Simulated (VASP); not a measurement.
# CoO (Fm-3m) in VASP: further runs

CoO is run at these levels: PBEsol, PBEsol+D4, PBEsol+D3(BJ); tasks: single point.

Everything below comes from runs of VASP 6.6.1. Logs are shortened: lines on timing, memory, paths and dates and some standing lists are left out, and cuts for length are marked.

### Step 1. The cell of the first run

Symmetry: Fm-3m, No. 225, cubic system. Conventional cell: a = 4.263 Å, b = 4.263 Å, c = 4.263 Å, α = 90.00°, β = 90.00°, γ = 90.00°. Within 2.8 Å of Co (site symmetry m-3m) lie 6 O at 2.13 Å. O (site symmetry m-3m) has 6 Co at 2.13 Å within 2.8 Å.

### Step 2. Single point, PBEsol

Contents of INCAR:

```
ALGO = Normal
EDIFF = 1E-6
ENCUT = 520
GGA = PS
ISIF = 2
ISMEAR = -1
LASPH = T
LCHARG = T
LELF = T
LREAL = F
LVHAR = T
LWAVE = F
NBANDS = 14
NELM = 100
PREC = Accurate
SIGMA = 0.05
```

Contents of KPOINTS:

```
k-points
0
Gamma
  11 11 11
```

Contents of POSCAR:

```
CoO
1.0
    0.0000000000      2.1315000000      2.1315000000
    2.1315000000      0.0000000000      2.1315000000
    2.1315000000      2.1315000000      0.0000000000
Co O
1 1
Direct
    0.0000000000      0.0000000000      0.0000000000
    0.5000000000      0.5000000000      0.5000000000
```

Potentials or basis: VASP PAW PBE potentials, release 64 (Co, O).

Run with:

```console
cat potpaw_PBE.64/Co/POTCAR potpaw_PBE.64/O/POTCAR > POTCAR
mpirun -np 1 vasp_std > vasp.out
```

OUTCAR:

```text
EDIFF = 1E-6
   ENCUT = 520
   GGA = PS
   ISIF = 2
   ISMEAR = -1
   LASPH = T
   LREAL = F
   NELM = 100
   PREC = Accurate

 ion  position               nearest neighbor table
   1  0.000  0.000  0.000-   2 2.13   2 2.13   2 2.13   2 2.13   2 2.13   2 2.13
   2  0.500  0.500  0.500-   1 2.13   1 2.13   1 2.13   1 2.13   1 2.13   1 2.13

  LATTYP: Found a face centered cubic cell.
 ALAT       =     4.2630000000

  Lattice vectors:

 A1 = (   0.0000000000,   2.1315000000,   2.1315000000)
 A2 = (   2.1315000000,   0.0000000000,   2.1315000000)
 A3 = (   2.1315000000,   2.1315000000,   0.0000000000)

Analysis of symmetry for initial positions (statically):
=====================================================================
 Subroutine PRICEL returns:
 Original cell was already a primitive cell.

 Routine SETGRP: Setting up the symmetry group for a
 face centered cubic supercell.

 Subroutine GETGRP returns: Found 48 space group operations
 (whereof 48 operations were pure point group operations)
 out of a pool of 48 trial point group operations.

The static configuration has the point symmetry O_h .

Analysis of symmetry for dynamics (positions and initial velocities):
=====================================================================
 Subroutine PRICEL returns:
 Original cell was already a primitive cell.

 Routine SETGRP: Setting up the symmetry group for a
 face centered cubic supercell.

 Subroutine GETGRP returns: Found 48 space group operations
 (whereof 48 operations were pure point group operations)
 out of a pool of 48 trial point group operations.

The dynamic configuration has the point symmetry O_h .

 Subroutine INISYM returns: Found 48 space group operations
 (whereof 48 operations are pure point group operations),
 and found     1 'primitive' translations

----------------------------------------------------------------------------------------

                                     Primitive cell

  volume of cell :      19.3681

  direct lattice vectors                    reciprocal lattice vectors
     0.000000000  2.131500000  2.131500000    -0.234576589  0.234576589  0.234576589
     2.131500000  0.000000000  2.131500000     0.234576589 -0.234576589  0.234576589
     2.131500000  2.131500000  0.000000000     0.234576589  0.234576589 -0.234576589

  length of vectors
     3.014396208  3.014396208  3.014396208     0.406298571  0.406298571  0.406298571

  position of ions in fractional coordinates (direct lattice)
     0.000000000  0.000000000  0.000000000
     0.500000000  0.500000000  0.500000000

  ion indices of the primitive-cell ions
   primitive index   ion index
                 1           1
                 2           2

----------------------------------------------------------------------------------------

 KPOINTS: k-points

Automatic generation of k-mesh.
 Grid dimensions read from file:
 generate k-points for:   11   11   11

 Generating k-lattice:

  Cartesian coordinates                     Fractional coordinates (reciprocal lattice)
    -0.021325144  0.021325144  0.021325144     0.090909091  0.000000000  0.000000000
     0.021325144 -0.021325144  0.021325144     0.000000000  0.090909091  0.000000000
     0.021325144  0.021325144 -0.021325144     0.000000000  0.000000000  0.090909091

  Length of vectors
     0.036936234  0.036936234  0.036936234

  Shift w.r.t. Gamma in fractional coordinates (k-lattice)
     0.000000000  0.000000000  0.000000000

 Subroutine IBZKPT returns following result:
 ===========================================

 Found     56 irreducible k-points:

 Following reciprocal coordinates:
            Coordinates               Weight
  0.000000  0.000000  0.000000      1.000000
  0.090909  0.000000  0.000000      8.000000
  0.181818  0.000000  0.000000      8.000000
  0.272727  0.000000  0.000000      8.000000
  0.363636  0.000000  0.000000      8.000000
  0.454545  0.000000  0.000000      8.000000
[... 16 lines left out ...]
 -0.272727  0.181818  0.000000     24.000000
 -0.181818  0.181818  0.000000     12.000000
 [... further k-points ...]
   k-points           NKPTS =     56   k-points in BZ     NKDIM =     56   number of bands    NBANDS=     14
   number of dos      NEDOS =    301   number of ions     NIONS =      2
   total plane-waves  NPLWV =  13824
   dimension x,y,z NGX =    24 NGY =   24 NGZ =   24
   dimension x,y,z NGXF=    48 NGYF=   48 NGZF=   48
   ions per type =               1   1
   NGX,Y,Z   is equivalent  to a cutoff of  13.24, 13.24, 13.24 a.u.
   NGXF,Y,Z  is equivalent  to a cutoff of  26.47, 26.47, 26.47 a.u.
 SYSTEM =  unknown system
   PREC   = accura    normal or accurate (medium, high low for compatibility)
   ISTART =      0    job   : 0-new  1-cont  2-samecut
   ICHARG =      2    charge: 1-file 2-atom 10-const
   ISPIN  =      1    spin polarized calculation?
   LNONCOLLINEAR =      F non collinear calculations
   LSORBIT =      F    spin-orbit coupling
   LASPH  =      T    aspherical Exc in radial PAW
   ENCUT  =  520.0 eV  38.22 Ry    6.18 a.u.   5.60  5.60  5.60*2*pi/ulx,y,z
   NELM   =    100;   NELMIN=  2; NELMDL= -5     # of ELM steps
   EDIFF  = 0.1E-05   stopping-criterion for ELM
   LREAL  =      F    real-space projection
   EDIFFG = 0.1E-04   stopping-criterion for IOM
   NSW    =      0    number of steps for IOM
   IBRION =     -1    ionic relax: 0-MD 1-quasi-New 2-CG
   NFREE  =      0    steps in history (QN), initial steepest desc. (CG)
   ISIF   =      2    stress and relaxation
   ISYM   =      2    0-nonsym 1-usesym 2-fastsym
   POTIM  = 0.5000    time-step for ionic-motion
   TEBEG  =    0.0;   TEEND  =   0.0 temperature during run
   PSTRESS=    0.0 pullay stress
   NELECT =      15.0000    total number of electrons
   NUPDOWN=      -1.0000    fix difference up-down
   EMIN   =  10.00;   EMAX   =-10.00  energy-range for DOS
   EFERMI =   0.00;   METHOD = LEGACY
   ISMEAR =    -1;   SIGMA  =   0.05  broadening in eV -4-tet -1-fermi 0-gaus
   EFERMI_NEDOS =   21; number of points for ismear=-14 and -15
   IALGO  =     38    algorithm
   IMIX   =      4    mixing-type and parameters
     AMIX     =   0.40;   BMIX     =  1.00
     AMIX_MAG =   1.60;   BMIX_MAG =  1.00
  volume/ion in A,a.u.               =       9.68        65.35
  Fermi-wavevector in a.u.,A,eV,Ry     =   1.503407  2.841027 30.752334  2.260233
  Thomas-Fermi vector in A             =   2.614521
   LORBIT       =      0    0 simple, 1 ext, 2 COOP (PROOUT), +10 PAW based schemes
   GGA     = PS    functional components
   LHFCALC =     F    Hartree Fock is set to
   AEXX    =    0.0000 exact exchange contribution
   IVDW    =     0    specifies the selected vdW correction
   LEPSILON=     F    determine dielectric tensor
   LRPA    =     F    only Hartree local field effects (RPA)
 non-spin polarized calculation
  energy-cutoff  :      520.00
  volume of cell :       19.37
 maximum number of plane-waves:       534
   NGX = 11   NGY = 11   NGZ = 11

 number of electron      15.0000008 magnetization

 Free energy of the ion-electron system (eV)
  ---------------------------------------------------
  ext. energy  EPLUGINS =         0.00000000
  ---------------------------------------------------
  free energy    TOTEN  =       -13.47445175 eV

  energy without entropy =      -13.43040474  energy(sigma->0) =      -13.45242825

 E-fermi :   7.4986     XC(G=0): -12.6655

 val. band max:        7.4960840712   @ k =  -0.3636   0.3636   0.0000
 cond. band min:       7.5020785340   @ k =   0.4545   0.2727   0.0909
 fundamental gap:      0.0059944628
 Fermi energy:         7.4985775846

 k-point     1 :       0.0000    0.0000    0.0000
  band No.  band energies     occupation
      1     -12.7064      2.00000
      2       4.2205      2.00000
      3       4.2205      2.00000
      4       4.2205      2.00000
      5       6.1923      2.00000
      6       6.1923      2.00000
      7       6.1923      2.00000
      8       6.4509      2.00000
      9       6.4509      2.00000
     10       8.7568      0.00000
     11      24.3671      0.00000
     12      26.0381      0.00000
     13      26.0381      0.00000
     14      26.0381      0.00000

 k-point     2 :       0.0909    0.0000    0.0000
  band No.  band energies     occupation
      1     -12.6235      2.00000
      2       3.6026      2.00000
      3       3.9218      2.00000
      4       3.9218      2.00000
      5       6.2724      2.00000
      6       6.2724      2.00000
      7       6.3210      2.00000
      8       6.7733      2.00000
      9       6.7733      2.00000
     10       9.2965      0.00000
     11      22.9608      0.00000
     12      25.7467      0.00000
     13      25.7467      0.00000
     14      26.6255      0.00000

 k-point     3 :       0.1818    0.0000    0.0000
  band No.  band energies     occupation
      1     -12.3926      2.00000
      2       2.3876      2.00000
      3       3.3495      2.00000
      4       3.3495      2.00000
      5       6.4538      2.00000
      6       6.4538      2.00000
      7       6.5318      2.00000
      8       7.4503      1.44870
      9       7.4503      1.44848
     10      10.4518      0.00000
     11      20.8540      0.00000
     12      24.6569      0.00000
     13      24.6569      0.00000
     14      27.0801      0.00000

 k-point     4 :       0.2727    0.0000    0.0000
  band No.  band energies     occupation
      1     -12.0688      2.00000
      2       1.1599      2.00000
      3       2.8090      2.00000
      4       2.8090      2.00000
      5       6.6934      2.00000
      6       6.6934      2.00000
      7       6.7975      2.00000
      8       8.1456      0.00000
      9       8.1456      0.00000
     10      11.6261      0.00000
     11      18.9754      0.00000
     12      23.2285      0.00000
     13      23.2285      0.00000
     14      27.4765      0.00000

 k-point     5 :       0.3636    0.0000    0.0000
  band No.  band energies     occupation
      1     -11.7448      2.00000
      2       0.1838      2.00000
      3       2.4118      2.00000
      4       2.4118      2.00000
      5       6.9221      1.99998
      6       6.9221      1.99998
      7       7.1038      1.99926
      8       8.7012      0.00000
      9       8.7012      0.00000
     10      12.4351      0.00000
     11      17.6794      0.00000
[... 276 lines left out ...]
 k-point    22 :      -0.3636    0.1818    0.0000
  band No.  band energies     occupation
      1     -11.5163      2.00000
      2       0.1610      2.00000
      3       1.9906      2.00000
      4       2.2374      2.00000
      5       6.9549      1.99996
      6       6.9820      1.99993
      7       7.2457      1.98735
      8       7.9630      0.00018
      9       8.9634      0.00000
     10      14.2131      0.00000
     11      17.0549      0.00000
     12      19.2470      0.00000
     13      22.1145      0.00000
     14      29.6221      0.00000

 k-point    23 :      -0.2727    0.1818    0.0000
  band No.  band energies     occupation
      1     -11.7157      2.00000
      2       0.5425      2.00000
      3       2.3377      2.00000
      4       2.3497      2.00000
      5       6.7766      2.00000
      6       6.9074      1.99999
      7       7.1833      1.99636
      8       7.5538      0.49761
      9       8.9680      0.00000
     10      13.4250      0.00000
     11      18.1286      0.00000
     12      19.5454      0.00000
     13      22.7508      0.00000
     14      28.3424      0.00000

 k-point    24 :      -0.1818    0.1818    0.0000
  band No.  band energies     occupation
      1     -11.9853      2.00000
      2       1.1209      2.00000
      3       2.6081      2.00000
      4       2.8318      2.00000
      5       6.5823      2.00000
      6       6.8826      1.99999
      7       6.8922      1.99999
      8       7.2532      1.98533
      9       8.6562      0.00000
     10      12.3272      0.00000
     11      19.3923      0.00000
     12      20.5371      0.00000
     13      23.7655      0.00000
     14      27.2888      0.00000

 [... further k-points ...]
[... 5 lines left out ...]
  --------------------------------------------------------------------------------------
  -------------------------------------------------------------------------------------
  Total       -3.4277456     -3.4277456     -3.4277456      0.0000000      0.0000000     -0.0000000
  in kB     -283.5522862   -283.5522862   -283.5522862      0.0000000      0.0000000     -0.0000000
  external PRESSURE =    -283.5522862 kB  Pullay stress =       0.0000000 kB

 VOLUME and BASIS-vectors are now :
 -----------------------------------------------------------------------------
  energy-cutoff  :      520.00
  volume of cell :       19.37
      direct lattice vectors                 reciprocal lattice vectors
     0.000000000  2.131500000  2.131500000    -0.234576589  0.234576589  0.234576589
     2.131500000  0.000000000  2.131500000     0.234576589 -0.234576589  0.234576589
     2.131500000  2.131500000  0.000000000     0.234576589  0.234576589 -0.234576589

 POSITION                                       TOTAL-FORCE (eV/Angst)
 -----------------------------------------------------------------------------------
      0.00000      0.00000      0.00000         0.000000      0.000000      0.000000
      2.13150      2.13150      2.13150         0.000000     -0.000000      0.000000
 -----------------------------------------------------------------------------------
    total drift:                                0.000000     -0.000000     -0.000000

  FREE ENERGIE OF THE ION-ELECTRON SYSTEM (eV)
  ---------------------------------------------------
  free  energy   TOTEN  =       -13.4744517521 eV

  energy  without entropy=      -13.4304047431  energy(sigma->0) =      -13.45242825
```

It took 12 s on 1 thread of Intel Xeon 8259CL, shared host; peak memory 0.15 GiB.

What came out:

- Free energy: -13.4745 eV
- Pressure: -28.4 GPa
- Band gap on the k mesh: zero (an odd number of electrons rules out a gap without spin polarisation)

Levels at points of the mesh, in eV from the Fermi level:
| k point | band 6 | band 7 | band 8 | band 9 | band 10 | band 11 |
| --- | --- | --- | --- | --- | --- | --- |
| (0.00, 0.00, 0.00) | -1.31 | -1.31 | -1.05 | -1.05 | 1.26 | 16.87 |

Caveat: the cell stands under tension; the PAW data sets were made with another functional, which shifts forces and pressure a little; an odd number of electrons without spin polarisation forces a metal; a magnetic or distorted state may lie lower; the run has no spin polarisation, though such a crystal can be magnetic; semilocal functionals often make such compounds metallic where correlation or magnetic order opens a gap, which also shifts bond lengths. Spin polarisation is off, so any magnetic state and its effect on volume and gap are missing.

(Part 1 of 2 ends here.)
